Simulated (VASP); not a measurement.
# NaF (Fm-3m) in VASP: a series of runs, part 2 of 2

VASP 6.6.1.

### Step 5. Single point, PBE0

File POSCAR:

```
NaF
1.0
    0.0000000000      2.3200000000      2.3200000000
    2.3200000000      0.0000000000      2.3200000000
    2.3200000000      2.3200000000      0.0000000000
Na F
1 1
Direct
    0.0000000000      0.0000000000      0.0000000000
    0.5000000000      0.5000000000      0.5000000000
```

File INCAR.step1:

```
ALGO = Normal ; EDIFF = 1E-5
ENCUT = 520 ; GGA = PE
ISIF = 2 ; ISMEAR = 0
LASPH = T ; LCHARG = F
LREAL = F ; LWAVE = T
NBANDS = 14 ; NELM = 80
PREC = Accurate ; SIGMA = 0.01
```

File INCAR.step2:

```
AEXX = 0.25 ; ALGO = Normal
EDIFF = 1E-6 ; ENCUT = 520
GGA = PE ; ISIF = 2
ISMEAR = 0 ; ISTART = 1
LASPH = T ; LCHARG = F
LHFCALC = T ; LREAL = F
LWAVE = F ; NBANDS = 14
NELM = 80 ; PREC = Accurate
PRECFOCK = Normal ; SIGMA = 0.01
```

File KPOINTS:

```
k-points
0
Gamma
  6 6 6
```

Potentials or basis: VASP PAW PBE potentials, release 64 (Na_pv, F).

Started as:

```
$ cat potpaw_PBE.64/Na_pv/POTCAR potpaw_PBE.64/F/POTCAR > POTCAR
$ cp INCAR.step1 INCAR
$ mpirun -np 1 vasp_std > vasp.out
$ cp INCAR.step2 INCAR
$ mpirun -np 1 vasp_std > vasp.out
```

OUTCAR:

```text
AEXX = 0.25
   EDIFF = 1E-6
   ENCUT = 520
   GGA = PE
   ISIF = 2
   ISMEAR = 0
   ISTART = 1
   LASPH = T
   LHFCALC = T
   LREAL = F
   NELM = 80
   PREC = Accurate
   PRECFOCK = Normal

 ion  position               nearest neighbor table
   1  0.000  0.000  0.000-   2 2.32   2 2.32   2 2.32   2 2.32   2 2.32   2 2.32
   2  0.500  0.500  0.500-   1 2.32   1 2.32   1 2.32   1 2.32   1 2.32   1 2.32

  LATTYP: Found a face centered cubic cell.
 ALAT       =     4.6400000000

  Lattice vectors:

 A1 = (   0.0000000000,   2.3200000000,   2.3200000000)
 A2 = (   2.3200000000,   0.0000000000,   2.3200000000)
 A3 = (   2.3200000000,   2.3200000000,   0.0000000000)

Analysis of symmetry for initial positions (statically):
=====================================================================
 Subroutine PRICEL returns:
 Original cell was already a primitive cell.

 Routine SETGRP: Setting up the symmetry group for a
 face centered cubic supercell.

 Subroutine GETGRP returns: Found 48 space group operations
 (whereof 48 operations were pure point group operations)
 out of a pool of 48 trial point group operations.

[... 173 lines left out ...]
      4     -24.5820      2.00000
      5      -4.1991      2.00000
      6      -4.1991      2.00000
      7      -4.1991      2.00000
      8       5.0037      0.00000
      9      17.9180      0.00000
     10      17.9180      0.00000
     11      17.9181      0.00000
     12      20.4820      0.00000
     13      23.1645      0.00000
     14      23.1645      0.00000
[... 241 lines left out ...]
      1     -25.0482      2.00000
      2     -24.6924      2.00000
      3     -24.6519      2.00000
      4     -24.2276      2.00000
      5      -5.3244      2.00000
      6      -4.8791      2.00000
      7      -4.7548      2.00000
      8      12.0555      0.00000
      9      12.0626      0.00000
     10      13.5547      0.00000
     11      16.7929      0.00000
     12      20.5738      0.00000
     13      25.1878      0.00000
     14      25.3094      0.00000

------------------------ aborting loop because EDIFF is reached ----------------------------------------

  FORCE on cell =-STRESS in cart. coord.  units (eV):
  Direction    XX          YY          ZZ          XY          YZ          ZX
  --------------------------------------------------------------------------------------
  -------------------------------------------------------------------------------------
  Total       -0.0042007     -0.0042007     -0.0042007      0.0000000      0.0000000      0.0000000
  in kB       -0.2694869     -0.2694869     -0.2694869      0.0000000      0.0000000      0.0000000
  external PRESSURE =      -0.2694869 kB  Pullay stress =       0.0000000 kB

 VOLUME and BASIS-vectors are now :
 -----------------------------------------------------------------------------
  energy-cutoff  :      520.00
  volume of cell :       24.97
      direct lattice vectors                 reciprocal lattice vectors
     0.000000000  2.320000000  2.320000000    -0.215517241  0.215517241  0.215517241
     2.320000000  0.000000000  2.320000000     0.215517241 -0.215517241  0.215517241
     2.320000000  2.320000000  0.000000000     0.215517241  0.215517241 -0.215517241

 POSITION                                       TOTAL-FORCE (eV/Angst)
 -----------------------------------------------------------------------------------
      0.00000      0.00000      0.00000        -0.000000     -0.000000      0.000000
      2.32000      2.32000      2.32000         0.000000      0.000000     -0.000000
 -----------------------------------------------------------------------------------
    total drift:                               -0.000000     -0.000000     -0.000000

  FREE ENERGIE OF THE ION-ELECTRON SYSTEM (eV)
  ---------------------------------------------------
  free  energy   TOTEN  =       -10.8409433529 eV

  energy  without entropy=      -10.8409433529  energy(sigma->0) =      -10.84094335
```

OSZICAR.step1:

```text
N       E                     dE             d eps       ncg     rms          rms(c)
DAV:   1     0.104826696644E+03    0.10483E+03   -0.78357E+03   448   0.122E+03
DAV:   2    -0.430673108307E+01   -0.10913E+03   -0.10251E+03   478   0.327E+02
DAV:   3    -0.941879909597E+01   -0.51121E+01   -0.51010E+01   556   0.667E+01
DAV:   4    -0.945864603179E+01   -0.39847E-01   -0.39844E-01   502   0.625E+00
DAV:   5    -0.945906334371E+01   -0.41731E-03   -0.41731E-03   580   0.632E-01    0.542E+00
DAV:   6    -0.857095713840E+01    0.88811E+00   -0.31105E+00   542   0.148E+01    0.182E+00
DAV:   7    -0.856086098600E+01    0.10096E-01   -0.27868E-02   460   0.200E+00    0.106E+00
DAV:   8    -0.856229029229E+01   -0.14293E-02   -0.28814E-02   478   0.337E+00    0.148E-01
DAV:   9    -0.856297464974E+01   -0.68436E-03   -0.42151E-03   538   0.597E-01    0.126E-01
DAV:  10    -0.856285548068E+01    0.11917E-03   -0.81240E-04   490   0.325E-01    0.153E-02
DAV:  11    -0.856285337954E+01    0.21011E-05   -0.27961E-05   508   0.726E-02
   1 F= -.85628534E+01 E0= -.85628534E+01  d E =-.238680E-21
```

Wall time 9.9 min (1 thread of Intel Xeon Platinum 8488C (Sapphire Rapids), shared host); peak memory 0.15 GiB.

Results:

```yaml
Free_energy: -10.8409 eV
Pressure: 0.0 GPa
Band_gap_on_the_k_mesh: 9.20 eV
```

Caveat: the PAW data sets were made with another functional, which shifts forces and pressure a little.

### Step 6. Summary

```tsv
level	potentials or basis	k mesh	grid for exact exchange (PRECFOCK)	share of exact exchange	screening parameter	gap on the mesh (eV)	pressure (GPa)
LDA	VASP PAW LDA potentials, release 64 (Na_pv, F)	10 × 10 × 10	-	-	-	5.93	-4.6
r2SCAN	VASP PAW PBE potentials, release 64 (Na_pv, F)	10 × 10 × 10	-	-	-	7.15	-2.0
HSE06	VASP PAW PBE potentials, release 64 (Na_pv, F)	6 × 6 × 6	Normal	0.25	0.2079 1/Å	8.43	0.0
PBE0	VASP PAW PBE potentials, release 64 (Na_pv, F)	6 × 6 × 6	Normal	0.25	-	9.20	0.0
```

Alike in all rows: task single point; no spin polarisation; cell as given; cutoff (eV) 520; smearing gaussian 0.01 eV.

Caveats: the PAW data sets were made with another functional, which shifts forces and pressure a little (at least some runs); the cell stands under tension (at least some runs).

Absolute energies hang on the potentials; compare differences alone.
